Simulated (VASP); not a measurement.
# GaN (I-4m2) in VASP: further runs, part 2 of 2

VASP 6.6.1. Earlier steps stand in the parts before.

## Step 4: Single point, r2SCAN, non-collinear spin, zero start, spin-orbit coupling (uniaxial z strain -2.0%)

File POSCAR:

```
GaN
1.0
    0.0000000000      2.2489525411      2.2039734903
    2.2489525411      0.0000000000      2.2039734903
    2.2489525411      2.2489525411      0.0000000000
Ga N
1 1
Direct
    0.0000000000      0.0000000000      0.0000000000
    0.2500000000      0.2500000000      0.2500000000
```

File INCAR.step1:

```
PREC     = Accurate       # precision mode
ENCUT    = 520            # plane-wave cutoff, eV
ISMEAR   = 0              # smearing method
SIGMA    = 0.01           # smearing width, eV
LREAL    = F              # projectors in reciprocal space
LASPH    = T              # aspherical terms in the spheres
NELM     = 150            # most SCF steps
LNONCOLLINEAR= T              # non-collinear magnetism
MAGMOM   = 0 0 0 0 0 0    # initial moments
LSORBIT  = T              # spin-orbit coupling
GGA_COMPAT= F            
NBANDS   = 30             # bands
GGA      = PE             # functional
ALGO     = Normal         # electronic algorithm
EDIFF    = 1E-4           # SCF threshold, eV
LWAVE    = T              # write WAVECAR
LCHARG   = F              # write CHGCAR
```

File INCAR.step2:

```
PREC     = Accurate       # precision mode
ENCUT    = 520            # plane-wave cutoff, eV
EDIFF    = 1E-7           # SCF threshold, eV
ISMEAR   = 0              # smearing method
SIGMA    = 0.01           # smearing width, eV
LREAL    = F              # projectors in reciprocal space
LASPH    = T              # aspherical terms in the spheres
NELM     = 150            # most SCF steps
ALGO     = Normal         # electronic algorithm
ISIF     = 2              # what is computed and relaxed
LWAVE    = F              # write WAVECAR
LCHARG   = T              # write CHGCAR
LNONCOLLINEAR= T              # non-collinear magnetism
MAGMOM   = 0 0 0 0 0 0    # initial moments
LORBIT   = 11             # projections on sites
LSORBIT  = T              # spin-orbit coupling
GGA_COMPAT= F            
LORBMOM  = T            
METAGGA  = R2SCAN         # meta-GGA
LMIXTAU  = T            
LVHAR    = T            
NBANDS   = 30             # bands
ISTART   = 1
```

File KPOINTS:

```
Automatic mesh
0
Gamma
  10 10 10
```

Launch:

```sh
$ cat potpaw_PBE.64/Ga_d/POTCAR potpaw_PBE.64/N/POTCAR > POTCAR
$ cp INCAR.step1 INCAR
$ mpirun -np 1 vasp_ncl > vasp.out
$ cp INCAR.step2 INCAR
$ mpirun -np 1 vasp_ncl > vasp.out
```

It took 50 min on 1 thread of Oxide Virtual Turin-like, shared host; peak memory 0.29 GiB.

It converged, with:

| Item | Value |
| --- | --- |
| Free energy | -21.8897 eV |
| Pressure | 5.3 GPa |
| Net moment | 0.00 μB per cell |
| Valence electrons inside the program's atomic spheres | Ga 11.88; N 3.79 |

Stress tensor (GPa, compression positive):
```
4.42 0.00 0.00
0.00 4.42 0.00
0.00 0.00 6.92
```

Moments on the atoms (μB; x, y, z):
```
Ga  0.00 0.00 0.00
N   0.00 0.00 0.00
```

Caveat: the cell differs from its parent crystal (uniaxial z strain -2.0%); the cell stands under pressure; the structure was generated, so it needn't be the stable form of GaN; the PAW data sets were made with another functional, which shifts forces and pressure a little.

## Step 5: Single point, r2SCAN, non-collinear spin, zero start, spin-orbit coupling (uniaxial z strain -1.0%)

File POSCAR:

```
GaN
1.0
    0.0000000000      2.2489525411      2.2264630157
    2.2489525411      0.0000000000      2.2264630157
    2.2489525411      2.2489525411      0.0000000000
Ga N
1 1
Direct
    0.0000000000      0.0000000000      0.0000000000
    0.2500000000      0.2500000000      0.2500000000
```

File INCAR.step1:

```
SYSTEM = GaN
PREC = Accurate
ENCUT = 520
ISMEAR = 0
SIGMA = 0.01
LREAL = .FALSE.
LASPH = .TRUE.
NELM = 150
MAGMOM = 0 0 0 0 0 0
LSORBIT = .TRUE.
GGA_COMPAT = .FALSE.
NBANDS = 30
GGA = PE
ALGO = Normal
EDIFF = 1E-4
LWAVE = .TRUE.
LCHARG = .FALSE.
```

File INCAR.step2:

```
SYSTEM = GaN
PREC = Accurate
ENCUT = 520
EDIFF = 1E-6
ISMEAR = 0
SIGMA = 0.01
LREAL = .FALSE.
LASPH = .TRUE.
NELM = 150
ALGO = Normal
ISIF = 2
LWAVE = .FALSE.
LCHARG = .FALSE.
MAGMOM = 0 0 0 0 0 0
LORBIT = 11
LSORBIT = .TRUE.
GGA_COMPAT = .FALSE.
LORBMOM = .TRUE.
METAGGA = R2SCAN
LMIXTAU = .TRUE.
NBANDS = 30
ISTART = 1
```

File KPOINTS:

```
regular mesh
0
G
  10 10 10
  0 0 0
```

Potentials or basis: VASP PAW PBE potentials, release 64 (Ga_d, N).

Launch:

```sh
$ cat potpaw_PBE.64/Ga_d/POTCAR potpaw_PBE.64/N/POTCAR > POTCAR
$ cp INCAR.step1 INCAR
$ mpirun -np 1 vasp_ncl > vasp.out
$ cp INCAR.step2 INCAR
$ mpirun -np 1 vasp_ncl > vasp.out
```

OUTCAR:

```text
SYSTEM = GaN
   PREC = Accurate
   ENCUT = 520
   EDIFF = 1E-6
   ISMEAR = 0
   LREAL = .FALSE.
   LASPH = .TRUE.
   NELM = 150
   ISIF = 2
   LORBIT = 11
   LSORBIT = .TRUE.
   METAGGA = R2SCAN
   ISTART = 1

 ion  position               nearest neighbor table
   1  0.000  0.000  0.000-   2 1.94   2 1.94   2 1.94   2 1.94
   2  0.250  0.250  0.250-   1 1.94   1 1.94   1 1.94   1 1.94

  LATTYP: Found a body centered tetragonal cell.
 ALAT       =     3.1804991848
 C/A-ratio  =     1.4000714268

  Lattice vectors:

 A1 = (   0.0000000000,  -2.2489525411,  -2.2264630157)
 A2 = (   0.0000000000,   2.2489525411,  -2.2264630157)
 A3 = (   2.2489525411,   0.0000000000,   2.2264630157)

Analysis of symmetry for initial positions (statically):
=====================================================================
 Subroutine PRICEL returns:
 Original cell was already a primitive cell.

 Routine SETGRP: Setting up the symmetry group for a
 body centered tetragonal supercell.

 Subroutine GETGRP returns: Found  8 space group operations
 (whereof  8 operations were pure point group operations)
 out of a pool of 16 trial point group operations.

The static configuration has the point symmetry D_2d.

Analysis of symmetry for dynamics (positions and initial velocities):
=====================================================================
 Subroutine PRICEL returns:
 Original cell was already a primitive cell.

 Routine SETGRP: Setting up the symmetry group for a
 body centered tetragonal supercell.

 Subroutine GETGRP returns: Found  8 space group operations
 (whereof  8 operations were pure point group operations)
 out of a pool of 16 trial point group operations.

The dynamic configuration has the point symmetry D_2d.

Analysis of structural, dynamic, and magnetic symmetry:
=====================================================================
 Subroutine PRICEL returns:
 Original cell was already a primitive cell.

 Routine SETGRP: Setting up the symmetry group for a
 body centered tetragonal supercell.

 Subroutine GETGRP returns: Found  8 space group operations
 (whereof  8 operations were pure point group operations)
 out of a pool of 16 trial point group operations.

The overall configuration has the point symmetry D_2d.

 Subroutine INISYM returns: Found  8 space group operations
 (whereof  8 operations are pure point group operations),
 and found     1 'primitive' translations

----------------------------------------------------------------------------------------

                                     Primitive cell

  volume of cell :      22.5220

  direct lattice vectors                    reciprocal lattice vectors
     0.000000000  2.248952541  2.226463016    -0.222325723  0.222325723  0.224571438
     2.248952541  0.000000000  2.226463016     0.222325723 -0.222325723  0.224571438
     2.248952541  2.248952541  0.000000000     0.222325723  0.222325723 -0.224571438

[... 936 lines left out ...]

  FORCE on cell =-STRESS in cart. coord.  units (eV):
  Direction    XX          YY          ZZ          XY          YZ          ZX
  --------------------------------------------------------------------------------------
  -------------------------------------------------------------------------------------
  Total        0.3845712      0.3845712      0.5644192      0.0000000      0.0000000      0.0000000
  in kB       27.3578034     27.3578034     40.1519155      0.0000000      0.0000000      0.0000000
  external PRESSURE =      31.6225074 kB  Pullay stress =       0.0000000 kB

 VOLUME and BASIS-vectors are now :
 -----------------------------------------------------------------------------
  energy-cutoff  :      520.00
  volume of cell :       22.52
      direct lattice vectors                 reciprocal lattice vectors
     0.000000000  2.248952541  2.226463016    -0.222325723  0.222325723  0.224571438
     2.248952541  0.000000000  2.226463016     0.222325723 -0.222325723  0.224571438
     2.248952541  2.248952541  0.000000000     0.222325723  0.222325723 -0.224571438

 POSITION                                       TOTAL-FORCE (eV/Angst)
 -----------------------------------------------------------------------------------
      0.00000      0.00000      0.00000        -0.000000     -0.000000      0.000000
      1.12448      1.12448      1.11323         0.000000      0.000000      0.000000
 -----------------------------------------------------------------------------------
    total drift:                               -0.000002     -0.000002     -0.000003

  FREE ENERGIE OF THE ION-ELECTRON SYSTEM (eV)
  ---------------------------------------------------
  free  energy   TOTEN  =       -21.8975479146 eV

  energy  without entropy=      -21.8975479146  energy(sigma->0) =      -21.89754791

 orbital moment (x)

 # of ion     p       d       tot
 ----------------------------------------
  1         0.000   0.000   0.000
  2        -0.000   0.000  -0.000
 ----------------------------------------
            0.000   0.000   0.000

 orbital moment (y)

 # of ion     p       d       tot
 ----------------------------------------
  1        -0.000  -0.000  -0.000
  2        -0.000   0.000  -0.000
 ----------------------------------------
           -0.000  -0.000  -0.000

 orbital moment (z)

 # of ion     p       d       tot
 ----------------------------------------
  1         0.000   0.000   0.000
  2        -0.000   0.000  -0.000
 ----------------------------------------
           -0.000   0.000  -0.000

 Spin-Orbit-Coupling matrix elements

 Ion:    1  E_soc:     -0.0103180
 l=   1
     0.0000000    -0.0009270    -0.0009291
    -0.0009270     0.0000000    -0.0009270
    -0.0009291    -0.0009270     0.0000000
 l=   2
     0.0000000    -0.0001654     0.0000000    -0.0001654    -0.0006262
    -0.0001654     0.0000000    -0.0004701    -0.0001653    -0.0001567
     0.0000000    -0.0004701     0.0000000    -0.0004701     0.0000000
    -0.0001654    -0.0001653    -0.0004701     0.0000000    -0.0001567
    -0.0006262    -0.0001567     0.0000000    -0.0001567     0.0000000
 l=   3
     0.0000000     0.0000000     0.0000000     0.0000000     0.0000000     0.0000000     0.0000000
     0.0000000     0.0000000     0.0000000     0.0000000     0.0000000     0.0000000     0.0000000
     0.0000000     0.0000000     0.0000000     0.0000000     0.0000000     0.0000000     0.0000000
     0.0000000     0.0000000     0.0000000     0.0000000     0.0000000     0.0000000     0.0000000
     0.0000000     0.0000000     0.0000000     0.0000000     0.0000000     0.0000000     0.0000000
     0.0000000     0.0000000     0.0000000     0.0000000     0.0000000     0.0000000     0.0000000
     0.0000000     0.0000000     0.0000000     0.0000000     0.0000000     0.0000000     0.0000000

 Ion:    2  E_soc:     -0.0000892
 l=   1
     0.0000000    -0.0000149    -0.0000148
    -0.0000149     0.0000000    -0.0000149
    -0.0000148    -0.0000149     0.0000000
 l=   2
     0.0000000     0.0000000     0.0000000     0.0000000     0.0000000
     0.0000000     0.0000000     0.0000000     0.0000000     0.0000000
     0.0000000     0.0000000     0.0000000     0.0000000     0.0000000
     0.0000000     0.0000000     0.0000000     0.0000000     0.0000000
     0.0000000     0.0000000     0.0000000     0.0000000     0.0000000
 l=   3
     0.0000000     0.0000000     0.0000000     0.0000000     0.0000000     0.0000000     0.0000000
     0.0000000     0.0000000     0.0000000     0.0000000     0.0000000     0.0000000     0.0000000
     0.0000000     0.0000000     0.0000000     0.0000000     0.0000000     0.0000000     0.0000000
     0.0000000     0.0000000     0.0000000     0.0000000     0.0000000     0.0000000     0.0000000
     0.0000000     0.0000000     0.0000000     0.0000000     0.0000000     0.0000000     0.0000000
     0.0000000     0.0000000     0.0000000     0.0000000     0.0000000     0.0000000     0.0000000
     0.0000000     0.0000000     0.0000000     0.0000000     0.0000000     0.0000000     0.0000000

 total charge

# of ion       s       p       d       tot
------------------------------------------
    1        0.760   0.898  10.199  11.857
    2        1.232   2.553   0.000   3.785
--------------------------------------------------
tot          1.992   3.451  10.199  15.642

 magnetization (x)

# of ion       s       p       d       tot
------------------------------------------
    1        0.000   0.000   0.000   0.000
    2        0.000   0.000   0.000   0.000
--------------------------------------------------
tot          0.000   0.000   0.000   0.000

 magnetization (y)

# of ion       s       p       d       tot
------------------------------------------
    1        0.000   0.000   0.000   0.000
    2       -0.000  -0.000   0.000  -0.000
--------------------------------------------------
tot         -0.000  -0.000   0.000  -0.000

 magnetization (z)

# of ion       s       p       d       tot
------------------------------------------
    1        0.000   0.000   0.000   0.000
    2        0.000  -0.000   0.000   0.000
--------------------------------------------------
tot          0.000  -0.000   0.000   0.000
```

Run time: 43 min. Hardware: 1 thread of Oxide Virtual Turin-like, shared host; peak memory 0.29 GiB.

Results:

* Free energy: -21.8975 eV
* Pressure: 3.2 GPa
* Net moment: 0.00 μB per cell
* Valence electrons inside the program's atomic spheres: Ga 11.86; N 3.79

Moments on the atoms (μB; x, y, z):
```
Ga  0.00 0.00 0.00
N   0.00 0.00 0.00
```

Caveat: the cell differs from its parent crystal (uniaxial z strain -1.0%); the cell stands under pressure; the structure was generated, so it needn't be the stable form of GaN; the PAW data sets were made with another functional, which shifts forces and pressure a little.

## Step 6: The runs side by side

| level | spin | cell | k mesh | grid for exact exchange (PRECFOCK) | share of exact exchange | screening parameter | gap on the mesh (eV) | pressure (GPa) | moment (μB) |
| --- | --- | --- | --- | --- | --- | --- | --- | --- | --- |
| HSE06 | off | a = 3.149, b = 3.149, c = 3.180 Å, angles 59.7, 59.7, 60.7°, 2 atoms | 6 × 6 × 6 | Normal | 0.25 | 0.2079 1/Å | 3.11 | 4.0 | - |
| HSE06 | off | a = 3.165, b = 3.165, c = 3.180 Å, angles 59.8, 59.8, 60.3°, 2 atoms | 6 × 6 × 6 | Normal | 0.25 | 0.2079 1/Å | 3.07 | 1.9 | - |
| r2SCAN | non-collinear, zero start, SOC | a = 3.149, b = 3.149, c = 3.180 Å, angles 59.7, 59.7, 60.7°, 2 atoms | 10 × 10 × 10 | - | - | - | - | 5.3 | 0.00 |
| r2SCAN | non-collinear, zero start, SOC | a = 3.165, b = 3.165, c = 3.180 Å, angles 59.8, 59.8, 60.3°, 2 atoms | 10 × 10 × 10 | - | - | - | - | 3.2 | 0.00 |

Alike in all rows: task single point; potentials or basis VASP PAW PBE potentials, release 64 (Ga_d, N); cutoff (eV) 520; smearing gaussian 0.01 eV.

Caveats: the structure was generated, so it needn't be the stable form of GaN; the PAW data sets were made with another functional, which shifts forces and pressure a little; the cell stands under pressure (at least some runs).

Absolute energies hang on the potentials; compare differences alone.
